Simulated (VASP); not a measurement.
# ZnF2 (P4_2/mnm) in VASP: a series of runs, part 2 of 2

VASP 6.6.1. Earlier steps stand in the parts before.

### Step 3. Single point, PBE (12.93 Å³/atom)

This run uses another cell than the first one, of 12.93 Å³/atom.

INCAR

```
  PREC = Accurate
  ENCUT = 600
  EDIFF = 1E-6
  ISMEAR = 0
  SIGMA = 0.01
  LREAL = False
  LASPH = True
  NELM = 120
  ALGO = Normal
  ISIF = 2
  LWAVE = False
  LCHARG = True
  GGA = PE
  LELF = True
  LVHAR = True
  NBANDS = 35
  GGA_COMPAT = False
```

KPOINTS

```
regular mesh
0
Gamma
  4 4 6
```

POSCAR

```
ZnF2
1.0
    4.8941773262      0.0000000000      0.0000000000
    0.0000000000      4.8941773262      0.0000000000
    0.0000000000      0.0000000000      3.2377718408
Zn F
2 4
Direct
    0.0000000000      0.0000000000      0.0000000000
    0.5000000000      0.5000000000      0.5000000000
    0.3043835389      0.3043835389      0.0000000000
    0.1956164611      0.8043835389      0.5000000000
    0.6956164611      0.6956164611      0.0000000000
    0.8043835389      0.1956164611      0.5000000000
```

Potentials or basis: VASP PAW PBE potentials, release 64 (Zn, F).

On the command line:

```sh
> cat potpaw_PBE.64/Zn/POTCAR potpaw_PBE.64/F/POTCAR > POTCAR
> mpirun -np 1 vasp_std > vasp.out
```

OUTCAR:

```text
PREC = Accurate
   ENCUT = 600
   EDIFF = 1E-6
   ISMEAR = 0
   LREAL = False
   LASPH = True
   NELM = 120
   ISIF = 2
   GGA = PE

 ion  position               nearest neighbor table
   1  0.000  0.000  0.000-   3 2.11   5 2.11   4 2.11   6 2.11   4 2.11   6 2.11
   2  0.500  0.500  0.500-   4 2.11   6 2.11   5 2.11   3 2.11   3 2.11   5 2.11
   3  0.304  0.304  0.000-   1 2.11   2 2.11   2 2.11
   4  0.196  0.804  0.500-   2 2.11   1 2.11   1 2.11
   5  0.696  0.696  0.000-   1 2.11   2 2.11   2 2.11
   6  0.804  0.196  0.500-   2 2.11   1 2.11   1 2.11

  LATTYP: Found a simple tetragonal cell.
 ALAT       =     4.8941773262
 C/A-ratio  =     0.6615558908

  Lattice vectors:

 A1 = (   4.8941773262,   0.0000000000,   0.0000000000)
 A2 = (   0.0000000000,   4.8941773262,   0.0000000000)
 A3 = (   0.0000000000,   0.0000000000,   3.2377718408)

Analysis of symmetry for initial positions (statically):
=====================================================================
 Subroutine PRICEL returns:
 Original cell was already a primitive cell.
[... 181 lines left out ...]

 val. band max:       -2.2539963724   @ k =   0.5000   0.0000   0.5000
 cond. band min:       1.0682599725   @ k =   0.0000   0.0000   0.0000
 fundamental gap:      3.3222563449
 Fermi energy:        -2.1164864025

 k-point     1 :       0.0000    0.0000    0.0000
  band No.  band energies     occupation
      1     -23.2067      2.00000
      2     -22.6219      2.00000
      3     -22.6219      2.00000
      4     -22.5992      2.00000
      5      -7.4841      2.00000
      6      -6.8634      2.00000
[... 901 lines left out ...]
     34      10.1198      0.00000
     35      14.4824      0.00000

------------------------ aborting loop because EDIFF is reached ----------------------------------------

  FORCE on cell =-STRESS in cart. coord.  units (eV):
  Direction    XX          YY          ZZ          XY          YZ          ZX
  --------------------------------------------------------------------------------------
  -------------------------------------------------------------------------------------
  Total       -2.2592909     -2.2592909     -2.7458747      0.0000000      0.0000000      0.0000000
  in kB      -46.6742234    -46.6742234    -56.7264573      0.0000000      0.0000000      0.0000000
  external PRESSURE =     -50.0249680 kB  Pullay stress =       0.0000000 kB

 VOLUME and BASIS-vectors are now :
 -----------------------------------------------------------------------------
  energy-cutoff  :      600.00
  volume of cell :       77.55
      direct lattice vectors                 reciprocal lattice vectors
     4.894177326  0.000000000  0.000000000     0.204324432  0.000000000  0.000000000
     0.000000000  4.894177326  0.000000000     0.000000000  0.204324432  0.000000000
     0.000000000  0.000000000  3.237771841     0.000000000  0.000000000  0.308854376

 POSITION                                       TOTAL-FORCE (eV/Angst)
 -----------------------------------------------------------------------------------
      0.00000      0.00000      0.00000         0.000000      0.000000      0.000000
      2.44709      2.44709      1.61889         0.000000      0.000000      0.000000
      1.48971      1.48971      0.00000         0.060022      0.060022      0.000000
      0.95738      3.93680      1.61889        -0.060022      0.060022      0.000000
      3.40447      3.40447      0.00000        -0.060022     -0.060022      0.000000
      3.93680      0.95738      1.61889         0.060022     -0.060022      0.000000
 -----------------------------------------------------------------------------------
    total drift:                                0.000000     -0.000000     -0.000000

  FREE ENERGIE OF THE ION-ELECTRON SYSTEM (eV)
  ---------------------------------------------------
  free  energy   TOTEN  =       -23.1967378105 eV

  energy  without entropy=      -23.1967378105  energy(sigma->0) =      -23.19673781
```

Run time: 67 s. Hardware: 1 thread of AMD EPYC 9R14 (Zen 4), shared host; peak memory 0.2 GiB.

Results:

- Free energy: -23.1967 eV
- Pressure: -5.0 GPa
- Largest force: 0.085 eV/Å
- Band gap on the k mesh: 3.32 eV (least direct gap 3.36 eV)

Forces in eV/Å, atoms in the order of the input:
```
Zn   0.000  0.000  0.000
Zn   0.000  0.000  0.000
F    0.060  0.060  0.000
F   -0.060  0.060  0.000
F   -0.060 -0.060  0.000
F    0.060 -0.060  0.000
```

Stress tensor (GPa, compression positive):
```
-4.67  0.00  0.00
 0.00 -4.67  0.00
 0.00  0.00 -5.67
```

Levels at points of the mesh, in eV from the valence-band top:
```tsv
k point	band 22	band 23	band 24	band 25	band 26	band 27	band 28	band 29	band 30	band 31
(0.00, 0.00, 0.00)	-0.96	-0.64	-0.21	-0.21	-0.03	3.32	8.62	9.58	9.58	13.28
(0.50, 0.00, 0.00)	-1.08	-0.48	-0.48	-0.26	-0.26	5.75	5.75	10.41	10.41	12.43
(0.50, 0.50, 0.00)	-1.52	-0.84	-0.84	-0.22	-0.22	6.49	6.49	9.06	9.06	13.93
(0.00, 0.00, 0.50)	-1.20	-1.02	-1.02	-0.94	-0.94	7.71	7.71	11.48	11.48	12.89
(0.50, 0.00, 0.50)	-1.15	-0.94	-0.94	0.00	0.00	8.10	8.10	10.12	10.12	13.43
(0.50, 0.50, 0.50)	-0.97	-0.96	-0.96	-0.70	-0.70	7.55	7.55	11.39	11.39	11.82
```

Caveat: the cell stands under tension. Expect the measured gap to be larger: semilocal functionals such as PBE lack the derivative discontinuity.

### Step 4. Single point, r2SCAN (10.84 Å³/atom)

This run uses another cell than the first one, of 10.84 Å³/atom.

POSCAR

```
ZnF2
1.0
    4.6073483283      0.0000000000      0.0000000000
    0.0000000000      4.6073483283      0.0000000000
    0.0000000000      0.0000000000      3.0629583362
Zn F
2 4
Direct
    0.0000000000      0.0000000000      0.0000000000
    0.5000000000      0.5000000000      0.5000000000
    0.3031905513      0.3031905513      0.0000000000
    0.1968094487      0.8031905513      0.5000000000
    0.6968094487      0.6968094487      0.0000000000
    0.8031905513      0.1968094487      0.5000000000
```

INCAR.step1

```
SYSTEM = ZnF2
PREC = Accurate
ENCUT = 660
ISMEAR = 0
SIGMA = 0.01
LREAL = .FALSE.
LASPH = .TRUE.
NELM = 120
NBANDS = 35
GGA = PE
ALGO = Normal
EDIFF = 1E-5
LWAVE = .TRUE.
LCHARG = .FALSE.
GGA_COMPAT = .FALSE.
```

INCAR.step2

```
SYSTEM = ZnF2
PREC = Accurate
ENCUT = 660
EDIFF = 1E-6
ISMEAR = 0
SIGMA = 0.01
LREAL = .FALSE.
LASPH = .TRUE.
NELM = 120
ALGO = Normal
ISIF = 2
LWAVE = .FALSE.
LCHARG = .TRUE.
METAGGA = R2SCAN
LMIXTAU = .TRUE.
LELF = .TRUE.
LVHAR = .TRUE.
NBANDS = 35
ISTART = 1
GGA_COMPAT = .FALSE.
```

KPOINTS

```
Automatic mesh
0
G
  4 4 6
  0 0 0
```

On the command line:

```sh
> cat potpaw_PBE.64/Zn/POTCAR potpaw_PBE.64/F/POTCAR > POTCAR
> cp INCAR.step1 INCAR
> mpirun -np 1 vasp_std > vasp.out
> cp INCAR.step2 INCAR
> mpirun -np 1 vasp_std > vasp.out
```

It took 3.9 min on 1 thread of AMD EPYC 9R14 (Zen 4), shared host; peak memory 0.21 GiB.

Results (log left out):

```yaml
Free_energy: -45.5543 eV
Pressure: 9.4 GPa
Largest_force: 0.125 eV/Å
Band_gap_on_the_k_mesh: 4.33 eV
```

Forces on the atoms (eV/Å):
```
Zn   0.000  0.000  0.000
Zn   0.000  0.000  0.000
F   -0.088 -0.088  0.000
F    0.088 -0.088  0.000
F    0.088  0.088  0.000
F   -0.088  0.088  0.000
```

Stress tensor (GPa, compression positive):
```
 8.60  0.00  0.00
 0.00  8.60  0.00
 0.00  0.00 10.95
```

Levels at points of the mesh, in eV from the valence-band top:
| k point | band 23 | band 24 | band 25 | band 26 | band 27 | band 28 | band 29 | band 30 |
| --- | --- | --- | --- | --- | --- | --- | --- | --- |
| (0.00, 0.00, 0.00) | -1.73 | -0.44 | -0.44 | 0.00 | 4.33 | 10.46 | 10.46 | 10.66 |
| (0.50, 0.00, 0.00) | -0.75 | -0.75 | -0.54 | -0.54 | 7.04 | 7.04 | 11.44 | 11.44 |
| (0.50, 0.50, 0.00) | -1.55 | -1.55 | -0.46 | -0.46 | 8.16 | 8.16 | 9.94 | 9.94 |
| (0.00, 0.00, 0.50) | -1.36 | -1.36 | -1.35 | -1.35 | 9.45 | 9.45 | 13.08 | 13.08 |
| (0.50, 0.00, 0.50) | -1.64 | -1.64 | -0.11 | -0.11 | 10.11 | 10.11 | 11.29 | 11.29 |
| (0.50, 0.50, 0.50) | -1.35 | -1.35 | -0.88 | -0.88 | 9.37 | 9.37 | 12.23 | 12.23 |

Caveat: the cell stands under pressure; the PAW data sets were made with another functional, which shifts forces and pressure a little.

### Step 5. Overview

| level | cell | cutoff (eV) | gap on the mesh (eV) | pressure (GPa) | largest force (eV/Å) |
| --- | --- | --- | --- | --- | --- |
| PBE | a = 4.848, b = 4.848, c = 3.207 Å, 6 atoms | 600 | 3.39 | -2.6 | 0.04 |
| PBE | a = 4.894, b = 4.894, c = 3.238 Å, 6 atoms | 600 | 3.32 | -5.0 | 0.08 |
| r2SCAN | a = 4.607, b = 4.607, c = 3.063 Å, 6 atoms | 660 | 4.33 | 9.4 | 0.12 |

Alike in all rows: task single point; potentials or basis VASP PAW PBE potentials, release 64 (Zn, F); no spin polarisation; k mesh 4 × 4 × 6; smearing gaussian 0.01 eV.

Caveats: the cell stands under tension (at least some runs); the cell stands under pressure (at least some runs); the PAW data sets were made with another functional, which shifts forces and pressure a little (at least some runs).

Absolute energies hang on the potentials; compare differences alone.
